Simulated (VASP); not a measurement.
Runs of VASP 6.6.1 on RbCl. The structure is that of space group Fm-3m (No. 225), or close to it. The cells are those of the table. 

```csv
task,level,cell,k mesh,cutoff (eV),grid for exact exchange (PRECFOCK),share of exact exchange,screening parameter,gap on the mesh (eV),pressure (GPa)
single point,PBE,"a = 4.736 Å, angles 60.0°, 2 atoms",8 × 8 × 8,500,-,-,-,4.83,0.0
single point,HSE06,"a = 4.676 Å, angles 60.0°, 2 atoms",6 × 6 × 6,400,Normal,0.25,0.2079 1/Å,(a),0.3
single point,PBEsol,"a = 4.630 Å, angles 60.0°, 2 atoms",8 × 8 × 8,500,-,-,-,4.89,0.0
relaxation of cell and atoms,PBE,"relaxed from a = 4.630 Å, angles 60.0°, 2 atoms",8 × 8 × 8,500,-,-,-,4.83,0.0
relaxation of cell and atoms,PBEsol,"relaxed from a = 4.630 Å, angles 60.0°, 2 atoms",8 × 8 × 8,500,-,-,-,4.89,0.0
```

Alike in all rows: potentials or basis VASP PAW PBE potentials, release 64 (Rb_sv, Cl); no spin polarisation; smearing fermi-dirac 0.02 eV.

**Question.** Fill in the values left out.

**Answer.** (a) 6.25.

Caveats: the PAW data sets were made with another functional, which shifts forces and pressure a little (at least some runs); the relaxation stopped at its first step, so nothing moved (at least some runs).

A k mesh can miss the band edges, and the runs leave out spin-orbit coupling on Rb.
